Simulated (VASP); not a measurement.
# La3AlSb (Pm-3m) in VASP: relaxation of cell and atoms with LDA

Aim: the relaxation of cell and atoms of La3AlSb with LDA.

Everything below comes from runs of VASP 6.6.1. Logs are shortened: lines on timing, memory, paths and dates and some standing lists are left out, and cuts for length are marked.

**1. The cell of the first run**

It takes space group Pm-3m (No. 221, cubic). The conventional cell has a = 5.930 Å, b = 5.930 Å, c = 5.930 Å, α = 90.00°, β = 90.00°, γ = 90.00°. Al (site symmetry m-3m) has 12 La at 4.19 Å and 8 Sb at 5.14 Å within 5.5 Å. Within 3.9 Å of Sb (site symmetry m-3m) lie 6 La at 2.96 Å. Within 3.9 Å of La (site symmetry 4/mmm) lie 2 Sb at 2.96 Å.

**2. Relaxation of cell and atoms, LDA**

Input file INCAR:

```
SYSTEM = La3AlSb
PREC = Accurate
ENCUT = 600
EDIFF = 1E-7
ISMEAR = 0
SIGMA = 0.05
LREAL = .False.
LASPH = .True.
NELM = 80
ALGO = Normal
ISIF = 3
LWAVE = .False.
LCHARG = .False.
IBRION = 2
NSW = 80
EDIFFG = -0.01
```

Input file KPOINTS:

```
regular mesh
0
Gamma
  5 5 5
  0 0 0
```

Input file POSCAR:

```
La3AlSb
1.0
    5.9300000000      0.0000000000      0.0000000000
    0.0000000000      5.9300000000      0.0000000000
    0.0000000000      0.0000000000      5.9300000000
Al Sb La
1 1 3
Direct
    0.0000000000      0.0000000000      0.0000000000
    0.5000000000      0.5000000000      0.5000000000
    0.5000000000      0.5000000000      0.0000000000
    0.0000000000      0.5000000000      0.5000000000
    0.5000000000      0.0000000000      0.5000000000
```

Potentials or basis: VASP PAW LDA potentials, release 64 (Al, Sb, La).

Command:

```
$ cat potpaw_LDA.64/Al/POTCAR potpaw_LDA.64/Sb/POTCAR potpaw_LDA.64/La/POTCAR > POTCAR
$ mpirun -np 1 vasp_std > vasp.out
```

OUTCAR:

```text
SYSTEM = La3AlSb
   PREC = Accurate
   ENCUT = 600
   EDIFF = 1E-7
   ISMEAR = 0
   LREAL = .False.
   LASPH = .True.
   NELM = 80
   ISIF = 3
   IBRION = 2
   NSW = 80
   EDIFFG = -0.01

 ion  position               nearest neighbor table
   1  0.000  0.000  0.000-
   2  0.500  0.500  0.500-   3 2.96   4 2.96   5 2.96   3 2.96   5 2.96   4 2.96
   3  0.500  0.500  0.000-   2 2.96   2 2.96
   4  0.000  0.500  0.500-   2 2.96   2 2.96
   5  0.500  0.000  0.500-   2 2.96   2 2.96

  LATTYP: Found a simple cubic cell.
 ALAT       =     5.9300000000

  Lattice vectors:

 A1 = (   5.9300000000,   0.0000000000,   0.0000000000)
 A2 = (   0.0000000000,   5.9300000000,   0.0000000000)
 A3 = (   0.0000000000,   0.0000000000,   5.9300000000)

Analysis of symmetry for initial positions (statically):
=====================================================================
 Subroutine PRICEL returns:
 Original cell was already a primitive cell.

 Routine SETGRP: Setting up the symmetry group for a
 simple cubic supercell.

 Subroutine GETGRP returns: Found 48 space group operations
 (whereof 48 operations were pure point group operations)
 out of a pool of 48 trial point group operations.

The static configuration has the point symmetry O_h .

Analysis of symmetry for dynamics (positions and initial velocities):
=====================================================================
 Subroutine PRICEL returns:
 Original cell was already a primitive cell.

 Routine SETGRP: Setting up the symmetry group for a
 simple cubic supercell.

 Subroutine GETGRP returns: Found 48 space group operations
 (whereof 48 operations were pure point group operations)
 out of a pool of 48 trial point group operations.

The dynamic configuration has the point symmetry O_h .

 Subroutine INISYM returns: Found 48 space group operations
 (whereof 48 operations are pure point group operations),
 and found     1 'primitive' translations

----------------------------------------------------------------------------------------

                                     Primitive cell

  volume of cell :     208.5279

  direct lattice vectors                    reciprocal lattice vectors
     5.930000000  0.000000000  0.000000000     0.168634064  0.000000000  0.000000000
     0.000000000  5.930000000  0.000000000     0.000000000  0.168634064  0.000000000
     0.000000000  0.000000000  5.930000000     0.000000000  0.000000000  0.168634064

  length of vectors
     5.930000000  5.930000000  5.930000000     0.168634064  0.168634064  0.168634064

  position of ions in fractional coordinates (direct lattice)
     0.000000000  0.000000000  0.000000000
     0.500000000  0.500000000  0.500000000
     0.500000000  0.500000000  0.000000000
     0.000000000  0.500000000  0.500000000
     0.500000000  0.000000000  0.500000000

  ion indices of the primitive-cell ions
   primitive index   ion index
                 1           1
                 2           2
                 3           3
                 4           4
                 5           5

----------------------------------------------------------------------------------------

 KPOINTS: regular mesh

Automatic generation of k-mesh.
 Grid dimensions read from file:
 generate k-points for:    5    5    5

 Generating k-lattice:

  Cartesian coordinates                     Fractional coordinates (reciprocal lattice)
     0.033726813  0.000000000  0.000000000     0.200000000  0.000000000  0.000000000
     0.000000000  0.033726813  0.000000000     0.000000000  0.200000000  0.000000000
     0.000000000  0.000000000  0.033726813     0.000000000  0.000000000  0.200000000

  Length of vectors
     0.033726813  0.033726813  0.033726813

  Shift w.r.t. Gamma in fractional coordinates (k-lattice)
     0.000000000  0.000000000  0.000000000

 Subroutine IBZKPT returns following result:
 ===========================================

 Found     10 irreducible k-points:

 Following reciprocal coordinates:
            Coordinates               Weight
  0.000000  0.000000  0.000000      1.000000
  0.200000  0.000000  0.000000      6.000000
  0.400000  0.000000  0.000000      6.000000
  0.200000  0.200000  0.000000     12.000000
  0.400000  0.200000  0.000000     24.000000
  0.400000  0.400000  0.000000     12.000000
  0.200000  0.200000  0.200000      8.000000
  0.400000  0.200000  0.200000     24.000000
  0.400000  0.400000  0.200000     24.000000
  0.400000  0.400000  0.400000      8.000000
   k-points           NKPTS =     10   k-points in BZ     NKDIM =     10   number of bands    NBANDS=     24
   number of dos      NEDOS =    301   number of ions     NIONS =      5
   total plane-waves  NPLWV = 110592
   dimension x,y,z NGX =    48 NGY =   48 NGZ =   48
   dimension x,y,z NGXF=    96 NGYF=   96 NGZF=   96
   ions per type =               1   1   3
   NGX,Y,Z   is equivalent  to a cutoff of  13.46, 13.46, 13.46 a.u.
   NGXF,Y,Z  is equivalent  to a cutoff of  26.91, 26.91, 26.91 a.u.
 SYSTEM =  La3AlSb
   PREC   = accura    normal or accurate (medium, high low for compatibility)
   ISTART =      0    job   : 0-new  1-cont  2-samecut
   ICHARG =      2    charge: 1-file 2-atom 10-const
   ISPIN  =      1    spin polarized calculation?
   LNONCOLLINEAR =      F non collinear calculations
   LSORBIT =      F    spin-orbit coupling
   LASPH  =      T    aspherical Exc in radial PAW
   ENCUT  =  600.0 eV  44.10 Ry    6.64 a.u.  11.84 11.84 11.84*2*pi/ulx,y,z
   NELM   =     80;   NELMIN=  2; NELMDL= -5     # of ELM steps
   EDIFF  = 0.1E-06   stopping-criterion for ELM
   LREAL  =      F    real-space projection
   EDIFFG = -.1E-01   stopping-criterion for IOM
   NSW    =     80    number of steps for IOM
   IBRION =      2    ionic relax: 0-MD 1-quasi-New 2-CG
   NFREE  =      1    steps in history (QN), initial steepest desc. (CG)
   ISIF   =      3    stress and relaxation
   ISYM   =      2    0-nonsym 1-usesym 2-fastsym
   POTIM  = 0.5000    time-step for ionic-motion
   TEBEG  =    0.0;   TEEND  =   0.0 temperature during run
   PSTRESS=    0.0 pullay stress
   NELECT =      41.0000    total number of electrons
   NUPDOWN=      -1.0000    fix difference up-down
   EMIN   =  10.00;   EMAX   =-10.00  energy-range for DOS
   EFERMI =   0.00;   METHOD = LEGACY
   ISMEAR =     0;   SIGMA  =   0.05  broadening in eV -4-tet -1-fermi 0-gaus
   EFERMI_NEDOS =   21; number of points for ismear=-14 and -15
   IALGO  =     38    algorithm
   IMIX   =      4    mixing-type and parameters
     AMIX     =   0.40;   BMIX     =  1.00
     AMIX_MAG =   1.60;   BMIX_MAG =  1.00
  volume/ion in A,a.u.               =      41.71       281.44
  Fermi-wavevector in a.u.,A,eV,Ry     =   0.951951  1.798927 12.329754  0.906211
  Thomas-Fermi vector in A             =   2.080469
   LORBIT       =      0    0 simple, 1 ext, 2 COOP (PROOUT), +10 PAW based schemes
   GGA     = CA    functional components
   LHFCALC =     F    Hartree Fock is set to
   AEXX    =    0.0000 exact exchange contribution
   IVDW    =     0    specifies the selected vdW correction
   LEPSILON=     F    determine dielectric tensor
   LRPA    =     F    only Hartree local field effects (RPA)
 conjugate gradient relaxation of ions
 non-spin polarized calculation
 Gauss-broadening in eV      SIGMA  =   0.05
  energy-cutoff  :      600.00
  volume of cell :      208.53
 maximum number of plane-waves:      6991
 NGX is ok and might be reduce to    48
   NGX = 23   NGY = 23   NGZ = 23

--------------------------------------- Ionic step        1  -------------------------------------------

 number of electron      41.0000001 magnetization

 Free energy of the ion-electron system (eV)
  ---------------------------------------------------
  ext. energy  EPLUGINS =         0.00000000
  ---------------------------------------------------
  free energy    TOTEN  =       -25.11922546 eV

  energy without entropy =      -25.10913128  energy(sigma->0) =      -25.11417837

------------------------ aborting loop because EDIFF is reached ----------------------------------------

  FORCE on cell =-STRESS in cart. coord.  units (eV):
  Direction    XX          YY          ZZ          XY          YZ          ZX
  --------------------------------------------------------------------------------------
  -------------------------------------------------------------------------------------
  Total       -2.0262039     -2.0262039     -2.0262039     -0.0000000      0.0000000     -0.0000000
  in kB      -15.5678861    -15.5678861    -15.5678861     -0.0000000      0.0000000     -0.0000000
  external PRESSURE =     -15.5678861 kB  Pullay stress =       0.0000000 kB

 VOLUME and BASIS-vectors are now :
 -----------------------------------------------------------------------------
  energy-cutoff  :      600.00
  volume of cell :      208.53
      direct lattice vectors                 reciprocal lattice vectors
     5.930000000  0.000000000  0.000000000     0.168634064  0.000000000  0.000000000
     0.000000000  5.930000000  0.000000000     0.000000000  0.168634064  0.000000000
     0.000000000  0.000000000  5.930000000     0.000000000  0.000000000  0.168634064
[... 40 lines left out ...]
 POSITION                                       TOTAL-FORCE (eV/Angst)
 -----------------------------------------------------------------------------------
      0.00000      0.00000      0.00000         0.000000     -0.000000      0.000000
      2.90703      2.90703      2.90703        -0.000000     -0.000000      0.000000
      2.90703      2.90703     -0.00000         0.000000      0.000000      0.000000
     -0.00000      2.90703      2.90703         0.000000      0.000000      0.000000
      2.90703      0.00000      2.90703         0.000000      0.000000      0.000000
 -----------------------------------------------------------------------------------
    total drift:                                0.000000      0.000000     -0.000000

  FREE ENERGIE OF THE ION-ELECTRON SYSTEM (eV)
  ---------------------------------------------------
  free  energy   TOTEN  =       -25.1493293945 eV

  energy  without entropy=      -25.1396193461  energy(sigma->0) =      -25.14447437

--------------------------------------- Ionic step        3  -------------------------------------------

 number of electron      41.0000004 magnetization

 Free energy of the ion-electron system (eV)
  ---------------------------------------------------
  ext. energy  EPLUGINS =         0.00000000
  ---------------------------------------------------
  free energy    TOTEN  =       -25.15970798 eV

  energy without entropy =      -25.14970539  energy(sigma->0) =      -25.15470668

 E-fermi :   5.1414     XC(G=0):  -8.7545

 val. band max:        5.1348240165   @ k =   0.4000   0.4000   0.4000
 cond. band min:       5.1619506801   @ k =   0.2000   0.2000   0.0000
 fundamental gap:      0.0271266636
 Fermi energy:         5.1413721521

 k-point     1 :       0.0000    0.0000    0.0000
  band No.  band energies     occupation
      1     -27.8425      2.00000
      2     -27.7691      2.00000
      3     -27.7691      2.00000
      4     -11.9152      2.00000
      5     -11.9152      2.00000
      6     -11.9152      2.00000
[... 16 lines left out ...]
     23       5.9417      0.00000
     24       5.9417      0.00000
[... 263 lines left out ...]
 POSITION                                       TOTAL-FORCE (eV/Angst)
 -----------------------------------------------------------------------------------
      0.00000      0.00000      0.00000         0.000000      0.000000      0.000000
      2.92619      2.92619      2.92619        -0.000000     -0.000000      0.000000
      2.92619      2.92619     -0.00000         0.000000      0.000000      0.000000
     -0.00000      2.92619      2.92619         0.000000     -0.000000      0.000000
      2.92619      0.00000      2.92619         0.000000      0.000000      0.000000
 -----------------------------------------------------------------------------------
    total drift:                               -0.000000      0.000000     -0.000000

  FREE ENERGIE OF THE ION-ELECTRON SYSTEM (eV)
  ---------------------------------------------------
  free  energy   TOTEN  =       -25.1597079820 eV

  energy  without entropy=      -25.1497053869  energy(sigma->0) =      -25.15470668

 reached required accuracy - stopping structural energy minimisation
```

Run time: 4.5 min. Hardware: 1 thread of Oxide Virtual Turin-like, shared host; peak memory 0.28 GiB.

Results:

```yaml
Free_energy: -25.1597 eV
Relaxed_volume: 40.09 Å³/atom
Relaxed_cell: a = 5.852 Å, b = 5.852 Å, c = 5.852 Å, α = 90.00°, β = 90.00°, γ = 90.00°
Space_group_after_relaxing_to_0.1_Å: Pm-3m (No. 221)
Energy_gained_by_relaxing: 8.1 meV/atom
Ionic_steps: 3
Pressure_after_relaxing: 0.0 GPa
Band_gap_on_the_k_mesh: zero (an odd number of electrons rules out a gap without spin polarisation)
```

Step by step:
| step | energy change (eV) | largest force (eV/Å) | pressure (GPa) | volume (Å³) |
| --- | --- | --- | --- | --- |
| 1 | 0.0000 | 0.0000 | -1.56 | 208.53 |
| 2 | -0.0301 | 0.0000 | 0.87 | 196.54 |
| 3 | -0.0405 | 0.0000 | 0.00 | 200.45 |

Final structure:
```
Al Sb La
1.0
     5.85238    0.00000    0.00000
     0.00000    5.85238    0.00000
     0.00000    0.00000    5.85238
Al Sb La
1 1 3
Direct
  0.00000 0.00000 0.00000
  0.50000 0.50000 0.50000
  0.50000 0.50000 0.00000
  0.00000 0.50000 0.50000
  0.50000 0.00000 0.50000
```

Levels at points of the mesh, in eV from the Fermi level:
```
           k point  band 19  band 20  band 21  band 22  band 23  band 24
(0.00, 0.00, 0.00)    -0.62    -0.62    -0.25    -0.25     0.80     0.80
```

Caveat: spin-orbit coupling is left out, which moves the levels of the heavy elements.

The gap in the log of VASP goes by the Fermi energy; the results here count the filled bands.